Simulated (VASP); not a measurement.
# PbS (Galena) (Fm-3m) in VASP: further runs

PbS (Galena) is run at these levels: BLYP+D3(BJ), PBEsol+D3(BJ), PBEsol+D4; tasks: relaxation of cell and atoms, single point.

Everything below comes from runs of VASP 6.6.1. Logs are shortened: lines on timing, memory, paths and dates and some standing lists are left out, and cuts for length are marked.

## (1) The cell of the first run

Symmetry: Fm-3m, No. 225, cubic system. Conventional cell: a = 5.931 Å, b = 5.931 Å, c = 5.931 Å, α = 90.00°, β = 90.00°, γ = 90.00°. Pb (site symmetry m-3m) has 6 S at 2.97 Å within 3.9 Å. Within 3.9 Å of S (site symmetry m-3m) lie 6 Pb at 2.97 Å.

## (2) Relaxation of cell and atoms, BLYP+D3(BJ)

Input file INCAR:

```
SYSTEM = PbS
AGGAC = 1.0
AGGAX = 1.0
ALDAC = 0.0
ALDAX = 1.0
ALGO = Normal
EDIFF = 1E-6
EDIFFG = -0.02
ENCUT = 600
GGA = B5
IBRION = 2
ISIF = 3
ISMEAR = -1
IVDW = 12
LASPH = .True.
LCHARG = .False.
LREAL = .False.
LWAVE = .False.
NELM = 60
NSW = 80
PREC = Accurate
SIGMA = 0.05
VDW_A1 = 0.4298
VDW_A2 = 4.2359
VDW_S6 = 1.0
VDW_S8 = 2.6996
```

Input file KPOINTS:

```
k-points
0
Gamma
  8 8 8
  0 0 0
```

Input file POSCAR:

```
PbS
1.0
    0.0000000000      2.9657500000      2.9657500000
    2.9657500000      0.0000000000      2.9657500000
    2.9657500000      2.9657500000      0.0000000000
Pb S
1 1
Direct
    0.0000000000      0.0000000000      0.0000000000
    0.5000000000      0.5000000000      0.5000000000
```

Potentials or basis: VASP PAW PBE potentials, release 64 (Pb_d, S).

Started as:

```sh
$ cat potpaw_PBE.64/Pb_d/POTCAR potpaw_PBE.64/S/POTCAR > POTCAR
$ mpirun -np 1 vasp_std > vasp.out
```

OUTCAR:

```text
SYSTEM = PbS
   EDIFF = 1E-6
   EDIFFG = -0.02
   ENCUT = 600
   GGA = B5
   IBRION = 2
   ISIF = 3
   ISMEAR = -1
   IVDW = 12
   LASPH = .True.
   LREAL = .False.
   NELM = 60
   NSW = 80
   PREC = Accurate
 IVDW          = 12

 ion  position               nearest neighbor table
   1  0.000  0.000  0.000-   2 2.97   2 2.97   2 2.97   2 2.97   2 2.97   2 2.97
   2  0.500  0.500  0.500-   1 2.97   1 2.97   1 2.97   1 2.97   1 2.97   1 2.97

  LATTYP: Found a face centered cubic cell.
 ALAT       =     5.9315000000

  Lattice vectors:

 A1 = (   0.0000000000,   2.9657500000,   2.9657500000)
 A2 = (   2.9657500000,   0.0000000000,   2.9657500000)
 A3 = (   2.9657500000,   2.9657500000,   0.0000000000)

Analysis of symmetry for initial positions (statically):
=====================================================================
 Subroutine PRICEL returns:
 Original cell was already a primitive cell.

 Routine SETGRP: Setting up the symmetry group for a
 face centered cubic supercell.

 Subroutine GETGRP returns: Found 48 space group operations
[... 9 lines left out ...]

 Routine SETGRP: Setting up the symmetry group for a
 face centered cubic supercell.

 Subroutine GETGRP returns: Found 48 space group operations
[... 11 lines left out ...]
                                     Primitive cell

  volume of cell :      52.1715

  direct lattice vectors                    reciprocal lattice vectors
     0.000000000  2.965750000  2.965750000    -0.168591419  0.168591419  0.168591419
     2.965750000  0.000000000  2.965750000     0.168591419 -0.168591419  0.168591419
     2.965750000  2.965750000  0.000000000     0.168591419  0.168591419 -0.168591419

  length of vectors
     4.194203873  4.194203873  4.194203873     0.292008903  0.292008903  0.292008903

  position of ions in fractional coordinates (direct lattice)
     0.000000000  0.000000000  0.000000000
     0.500000000  0.500000000  0.500000000

  ion indices of the primitive-cell ions
   primitive index   ion index
                 1           1
                 2           2

----------------------------------------------------------------------------------------

 KPOINTS: k-points

Automatic generation of k-mesh.
 Grid dimensions read from file:
 generate k-points for:    8    8    8

 Generating k-lattice:

  Cartesian coordinates                     Fractional coordinates (reciprocal lattice)
    -0.021073927  0.021073927  0.021073927     0.125000000  0.000000000  0.000000000
     0.021073927 -0.021073927  0.021073927     0.000000000  0.125000000  0.000000000
     0.021073927  0.021073927 -0.021073927     0.000000000  0.000000000  0.125000000

  Length of vectors
     0.036501113  0.036501113  0.036501113

  Shift w.r.t. Gamma in fractional coordinates (k-lattice)
     0.000000000  0.000000000  0.000000000

 Subroutine IBZKPT returns following result:
 ===========================================

 Found     29 irreducible k-points:

 Following reciprocal coordinates:
            Coordinates               Weight
  0.000000  0.000000  0.000000      1.000000
  0.125000  0.000000  0.000000      8.000000
  0.250000  0.000000  0.000000      8.000000
  0.375000  0.000000  0.000000      8.000000
  0.500000  0.000000  0.000000      4.000000
  0.125000  0.125000  0.000000      6.000000
[... 16 lines left out ...]
  0.500000  0.250000  0.125000     48.000000
 -0.375000  0.250000  0.125000     24.000000
 [... further k-points ...]
   k-points           NKPTS =     29   k-points in BZ     NKDIM =     29   number of bands    NBANDS=     14
   number of dos      NEDOS =    301   number of ions     NIONS =      2
   total plane-waves  NPLWV =  46656
   dimension x,y,z NGX =    36 NGY =   36 NGZ =   36
   dimension x,y,z NGXF=    72 NGYF=   72 NGZF=   72
   ions per type =               1   1
   NGX,Y,Z   is equivalent  to a cutoff of  14.27, 14.27, 14.27 a.u.
   NGXF,Y,Z  is equivalent  to a cutoff of  28.54, 28.54, 28.54 a.u.
 SYSTEM =  PbS
   PREC   = accura    normal or accurate (medium, high low for compatibility)
   ISTART =      0    job   : 0-new  1-cont  2-samecut
   ICHARG =      2    charge: 1-file 2-atom 10-const
   ISPIN  =      1    spin polarized calculation?
   LNONCOLLINEAR =      F non collinear calculations
   LSORBIT =      F    spin-orbit coupling
   LASPH  =      T    aspherical Exc in radial PAW
   ENCUT  =  600.0 eV  44.10 Ry    6.64 a.u.   8.38  8.38  8.38*2*pi/ulx,y,z
   NELM   =     60;   NELMIN=  2; NELMDL= -5     # of ELM steps
   EDIFF  = 0.1E-05   stopping-criterion for ELM
   LREAL  =      F    real-space projection
   EDIFFG = -.2E-01   stopping-criterion for IOM
   NSW    =     80    number of steps for IOM
   IBRION =      2    ionic relax: 0-MD 1-quasi-New 2-CG
   NFREE  =      1    steps in history (QN), initial steepest desc. (CG)
   ISIF   =      3    stress and relaxation
   ISYM   =      2    0-nonsym 1-usesym 2-fastsym
   POTIM  = 0.5000    time-step for ionic-motion
   TEBEG  =    0.0;   TEEND  =   0.0 temperature during run
   PSTRESS=    0.0 pullay stress
   NELECT =      20.0000    total number of electrons
   NUPDOWN=      -1.0000    fix difference up-down
   EMIN   =  10.00;   EMAX   =-10.00  energy-range for DOS
   EFERMI =   0.00;   METHOD = LEGACY
   ISMEAR =    -1;   SIGMA  =   0.05  broadening in eV -4-tet -1-fermi 0-gaus
   EFERMI_NEDOS =   21; number of points for ismear=-14 and -15
   IALGO  =     38    algorithm
   IMIX   =      4    mixing-type and parameters
     AMIX     =   0.40;   BMIX     =  1.00
     AMIX_MAG =   1.60;   BMIX_MAG =  1.00
  volume/ion in A,a.u.               =      26.09       176.04
  Fermi-wavevector in a.u.,A,eV,Ry     =   1.189251  2.247359 19.242973  1.414319
  Thomas-Fermi vector in A             =   2.325363
   LORBIT       =      0    0 simple, 1 ext, 2 COOP (PROOUT), +10 PAW based schemes
   GGA     = B5    functional components
   LHFCALC =     F    Hartree Fock is set to
   AEXX    =    0.0000 exact exchange contribution
   IVDW    =    12    specifies the selected vdW correction
   LEPSILON=     F    determine dielectric tensor
   LRPA    =     F    only Hartree local field effects (RPA)
 conjugate gradient relaxation of ions
 non-spin polarized calculation
  energy-cutoff  :      600.00
  volume of cell :       52.17
 maximum number of plane-waves:      1807
 NGX is ok and might be reduce to    36
   NGX = 17   NGY = 17   NGZ = 17

--------------------------------------- Ionic step        1  -------------------------------------------

 number of electron      20.0000002 magnetization

 Free energy of the ion-electron system (eV)
  ---------------------------------------------------
  ext. energy  EPLUGINS =         0.00000000
  ---------------------------------------------------
  free energy    TOTEN  =        -7.66282827 eV

  energy without entropy =       -7.66275382  energy(sigma->0) =       -7.66279104

------------------------ aborting loop because EDIFF is reached ----------------------------------------

 Edisp (eV)   -1.60703

 E8    (eV) :    -1.1993

  FORCE on cell =-STRESS in cart. coord.  units (eV):
  Direction    XX          YY          ZZ          XY          YZ          ZX
  --------------------------------------------------------------------------------------
  -------------------------------------------------------------------------------------
  Total       0.36706     0.36706     0.36706     0.00000     0.00000     0.00000
  in kB      11.27248    11.27248    11.27248     0.00000     0.00000     0.00000
  external pressure =       11.27 kB  Pullay stress =        0.00 kB

 VOLUME and BASIS-vectors are now :
 -----------------------------------------------------------------------------
  energy-cutoff  :      600.00
  volume of cell :       52.17
      direct lattice vectors                 reciprocal lattice vectors
     0.000000000  2.965750000  2.965750000    -0.168591419  0.168591419  0.168591419
     2.965750000  0.000000000  2.965750000     0.168591419 -0.168591419  0.168591419
     2.965750000  2.965750000  0.000000000     0.168591419  0.168591419 -0.168591419
[... 41 lines left out ...]
 POSITION                                       TOTAL-FORCE (eV/Angst)
 -----------------------------------------------------------------------------------
      2.99201      2.99201      5.98402         0.000000      0.000000      0.000000
      2.99201      2.99201      2.99201        -0.000000     -0.000000     -0.000000
 -----------------------------------------------------------------------------------
    total drift:                                0.000000      0.000000      0.000000

  FREE ENERGIE OF THE ION-ELECTRON SYSTEM (eV)
  ---------------------------------------------------
  free  energy   TOTEN  =        -9.2729807647 eV

  energy  without entropy=       -9.2729440059  energy(sigma->0) =       -9.27296239

--------------------------------------- Ionic step        3  -------------------------------------------

 number of electron      20.0000001 magnetization

 Free energy of the ion-electron system (eV)
  ---------------------------------------------------
  ext. energy  EPLUGINS =         0.00000000
  ---------------------------------------------------
  free energy    TOTEN  =        -7.69701608 eV

  energy without entropy =       -7.69697193  energy(sigma->0) =       -7.69699401

 E-fermi :   6.2270     XC(G=0):  -9.0290

 val. band max:        5.9558387285   @ k =   0.5000   0.0000   0.0000
 cond. band min:       6.4981146928   @ k =   0.5000   0.0000   0.0000
 fundamental gap:      0.5422759642
 Fermi energy:         6.2269851294

 k-point     1 :       0.0000    0.0000    0.0000
  band No.  band energies     occupation
      1     -10.8099      2.00000
      2     -10.8099      2.00000
      3     -10.8099      2.00000
      4     -10.7965      2.00000
      5     -10.7965      2.00000
      6      -7.4086      2.00000
      7      -0.1670      2.00000
      8       3.9276      2.00000
      9       3.9276      2.00000
     10       3.9276      2.00000
     11      11.0399      0.00000
     12      11.0399      0.00000
     13      11.0399      0.00000
     14      12.9626      0.00000

 k-point     2 :       0.1250    0.0000    0.0000
  band No.  band energies     occupation
      1     -10.8091      2.00000
      2     -10.8074      2.00000
      3     -10.8074      2.00000
      4     -10.7969      2.00000
      5     -10.7969      2.00000
      6      -7.2800      2.00000
      7      -0.5784      2.00000
      8       3.9702      2.00000
      9       3.9702      2.00000
     10       4.2332      2.00000
[... 362 lines left out ...]
 k-point    24 :      -0.3750    0.2500    0.1250
  band No.  band energies     occupation
      1     -10.8588      2.00000
      2     -10.8117      2.00000
      3     -10.7950      2.00000
      4     -10.7829      2.00000
      5     -10.7639      2.00000
      6      -6.0078      2.00000
      7      -2.4498      2.00000
      8       2.7344      2.00000
      9       3.1240      2.00000
     10       5.0392      2.00000
     11       7.6126      0.00000
     12       9.3889      0.00000
     13       9.9832      0.00000
     14      14.2110      0.00000

 [... further k-points ...]

------------------------ aborting loop because EDIFF is reached ----------------------------------------

 Edisp (eV)   -1.57642

 E8    (eV) :    -1.1768

  FORCE on cell =-STRESS in cart. coord.  units (eV):
  Direction    XX          YY          ZZ          XY          YZ          ZX
  --------------------------------------------------------------------------------------
  -------------------------------------------------------------------------------------
  Total      -0.00333    -0.00333    -0.00333     0.00000    -0.00000    -0.00000
  in kB      -0.10015    -0.10015    -0.10015     0.00000    -0.00000    -0.00000
  external pressure =       -0.10 kB  Pullay stress =        0.00 kB

 VOLUME and BASIS-vectors are now :
 -----------------------------------------------------------------------------
  energy-cutoff  :      600.00
  volume of cell :       53.20
      direct lattice vectors                 reciprocal lattice vectors
     0.000000000  2.985039725  2.985039725    -0.167501958  0.167501958  0.167501958
     2.985039725  0.000000000  2.985039725     0.167501958 -0.167501958  0.167501958
     2.985039725  2.985039725  0.000000000     0.167501958  0.167501958 -0.167501958

 POSITION                                       TOTAL-FORCE (eV/Angst)
 -----------------------------------------------------------------------------------
      0.00000      0.00000      0.00000        -0.000000      0.000000      0.000000
      2.98504      2.98504      2.98504         0.000000      0.000000     -0.000000
 -----------------------------------------------------------------------------------
    total drift:                                0.000000      0.000000      0.000000

  FREE ENERGIE OF THE ION-ELECTRON SYSTEM (eV)
  ---------------------------------------------------
  free  energy   TOTEN  =        -9.2734337102 eV

  energy  without entropy=       -9.2733895570  energy(sigma->0) =       -9.27341163

 reached required accuracy - stopping structural energy minimisation
```

Run time: 84 s. Hardware: 1 thread of Intel Xeon 6975P-C (Granite Rapids), shared host; peak memory 0.22 GiB.

Results:

```yaml
Free_energy: -9.2734 eV
Relaxed_volume: 26.60 Å³/atom
Relaxed_cell: a = 4.221 Å, b = 4.221 Å, c = 4.221 Å, α = 60.00°, β = 60.00°, γ = 60.00°
Space_group_after_relaxing_to_0.05_Å: Fm-3m (No. 225)
Energy_gained_by_relaxing: 1.8 meV/atom
Ionic_steps: 3
Pressure_after_relaxing: 0.0 GPa
Band_gap_on_the_k_mesh: 0.54 eV, direct
Dispersion_energy_per_atom: -0.788 eV
```

Step by step:
| step | energy change (eV) | largest force (eV/Å) | pressure (GPa) | volume (Å³) |
| --- | --- | --- | --- | --- |
| 1 | 0.0000 | 0.0000 | 1.13 | 52.17 |
| 2 | -0.0031 | 0.0000 | -0.40 | 53.57 |
| 3 | -0.0036 | 0.0000 | -0.01 | 53.20 |

Final structure:
```
Pb S
1.0
     0.00000    2.98504    2.98504
     2.98504    0.00000    2.98504
     2.98504    2.98504    0.00000
Pb S
1 1
Direct
  0.00000 0.00000 0.00000
  0.50000 0.50000 0.50000
```

Caveat: the PAW data sets were made with another functional, which shifts forces and pressure a little; spin-orbit coupling is left out, which moves the levels of the heavy elements.

## (3) Relaxation of cell and atoms, PBEsol+D3(BJ)

Input file INCAR:

```
PREC = Accurate
ENCUT = 600
EDIFF = 1E-7
ISMEAR = -1
SIGMA = 0.05
LREAL = F
LASPH = T
NELM = 80
ALGO = Normal
ISIF = 3
LWAVE = F
LCHARG = F
GGA = PS
IVDW = 12
IBRION = 2
NSW = 80
EDIFFG = -0.01
```

Input file KPOINTS:

```
Automatic mesh
0
Gamma
  8 8 8
```

POSCAR is that of step 2.

Potentials or basis: VASP PAW PBE potentials, release 64 (Pb_d, S).

Started as:

```sh
$ cat potpaw_PBE.64/Pb_d/POTCAR potpaw_PBE.64/S/POTCAR > POTCAR
$ mpirun -np 1 vasp_std > vasp.out
```

OUTCAR:

```text
PREC = Accurate
   ENCUT = 600
   EDIFF = 1E-7
   ISMEAR = -1
   LREAL = F
   LASPH = T
   NELM = 80
   ISIF = 3
   GGA = PS
   IVDW = 12
   IBRION = 2
   NSW = 80
   EDIFFG = -0.01
 IVDW          = 12

 ion  position               nearest neighbor table
   1  0.000  0.000  0.000-   2 2.97   2 2.97   2 2.97   2 2.97   2 2.97   2 2.97
   2  0.500  0.500  0.500-   1 2.97   1 2.97   1 2.97   1 2.97   1 2.97   1 2.97

  LATTYP: Found a face centered cubic cell.
 ALAT       =     5.9315000000

  Lattice vectors:

 A1 = (   0.0000000000,   2.9657500000,   2.9657500000)
 A2 = (   2.9657500000,   0.0000000000,   2.9657500000)
 A3 = (   2.9657500000,   2.9657500000,   0.0000000000)

Analysis of symmetry for initial positions (statically):
=====================================================================
 Subroutine PRICEL returns:
 Original cell was already a primitive cell.

 Routine SETGRP: Setting up the symmetry group for a
 face centered cubic supercell.

 Subroutine GETGRP returns: Found 48 space group operations
 (whereof 48 operations were pure point group operations)
 out of a pool of 48 trial point group operations.

The static configuration has the point symmetry O_h .

Analysis of symmetry for dynamics (positions and initial velocities):
=====================================================================
 Subroutine PRICEL returns:
 Original cell was already a primitive cell.

 Routine SETGRP: Setting up the symmetry group for a
 face centered cubic supercell.

[... 151 lines left out ...]
  free energy    TOTEN  =        -9.45605953 eV

  energy without entropy =       -9.45565371  energy(sigma->0) =       -9.45585662

 E-fermi :   5.8145     XC(G=0):  -9.8875

 val. band max:        5.6868832879   @ k =   0.5000   0.0000   0.0000
 cond. band min:       5.9420194821   @ k =   0.5000   0.0000   0.0000
 fundamental gap:      0.2551361942
 Fermi energy:         5.8144545487

 k-point     1 :       0.0000    0.0000    0.0000
  band No.  band energies     occupation
      1     -11.0551      2.00000
      2     -11.0551      2.00000
      3     -11.0551      2.00000
      4     -11.0418      2.00000
      5     -11.0418      2.00000
      6      -7.9161      2.00000
      7      -0.3705      2.00000
      8       3.5167      2.00000
      9       3.5167      2.00000
     10       3.5167      2.00000
     11      10.8480      0.00000
     12      10.8480      0.00000
     13      10.8480      0.00000
     14      12.3318      0.00000
[... 470 lines left out ...]
--------------------------------------- Ionic step        3  -------------------------------------------

 number of electron      20.0000000 magnetization

 Free energy of the ion-electron system (eV)
  ---------------------------------------------------
  ext. energy  EPLUGINS =         0.00000000
  ---------------------------------------------------
  free energy    TOTEN  =        -9.44514112 eV

  energy without entropy =       -9.44410900  energy(sigma->0) =       -9.44462506

 E-fermi :   6.4683     XC(G=0): -10.1294

 val. band max:        6.4422398059   @ k =   0.5000   0.0000   0.0000
 cond. band min:       6.4942593876   @ k =   0.5000   0.0000   0.0000
 fundamental gap:      0.0520195817
 Fermi energy:         6.4682503694

 k-point     1 :       0.0000    0.0000    0.0000
  band No.  band energies     occupation
      1     -10.4611      2.00000
      2     -10.4611      2.00000
      3     -10.4611      2.00000
      4     -10.4497      2.00000
      5     -10.4497      2.00000
      6      -7.7075      2.00000
      7       0.4150      2.00000
      8       3.9439      2.00000
      9       3.9439      2.00000
     10       3.9439      2.00000
     11      11.6878      0.00000
     12      11.6878      0.00000
     13      11.6878      0.00000
     14      12.8882      0.00000
[... 424 lines left out ...]
  FREE ENERGIE OF THE ION-ELECTRON SYSTEM (eV)
  ---------------------------------------------------
  free  energy   TOTEN  =       -10.1382249312 eV

  energy  without entropy=      -10.1371928133  energy(sigma->0) =      -10.13770887

 reached required accuracy - stopping structural energy minimisation
```

CONTCAR:

```text
PbS
   1.00000000000000
     0.0000000000000000    2.9156797577290567    2.9156797577290567
     2.9156797577290567    0.0000000000000000    2.9156797577290567
     2.9156797577290567    2.9156797577290567   -0.0000000000000000
  Pb              S
     1     1
Direct
     0.0000000000000000    0.0000000000000000    0.0000000000000000
     0.5000000000000000    0.5000000000000000    0.5000000000000000

  0.00000000E+00  0.00000000E+00  0.00000000E+00
  0.00000000E+00  0.00000000E+00  0.00000000E+00
```

Wall time 69 s (1 thread of Intel Xeon 6975P-C (Granite Rapids), shared host); peak memory 0.22 GiB.

Results:

| Item | Value |
| --- | --- |
| Free energy | -10.1382 eV |
| Relaxed volume | 24.79 Å³/atom |
| Relaxed cell | a = 4.123 Å, b = 4.123 Å, c = 4.123 Å, α = 60.00°, β = 60.00°, γ = 60.00° |
| Space group after relaxing (to 0.05 Å) | Fm-3m (No. 225) |
| Energy gained by relaxing | 12.4 meV/atom |
| Ionic steps | 3 |
| Pressure after relaxing | 0.0 GPa |
| Band gap on the k mesh | 0.05 eV, direct |
| Dispersion energy per atom | -0.347 eV |

Step by step:
| step | energy change (eV) | largest force (eV/Å) | pressure (GPa) | volume (Å³) |
| --- | --- | --- | --- | --- |
| 1 | 0.0000 | 0.0000 | -2.93 | 52.17 |
| 2 | -0.0212 | 0.0000 | 1.23 | 48.65 |
| 3 | -0.0247 | 0.0000 | 0.01 | 49.57 |

Final structure:
```
CELL_PARAMETERS angstrom
0.00000 2.91568 2.91568
2.91568 0.00000 2.91568
2.91568 2.91568 0.00000
ATOMIC_POSITIONS crystal
Pb 0.00000 0.00000 0.00000
S 0.50000 0.50000 0.50000
```

Caveat: the PAW data sets were made with another functional, which shifts forces and pressure a little; spin-orbit coupling is left out, which moves the levels of the heavy elements.

[end of part 1 of 2]
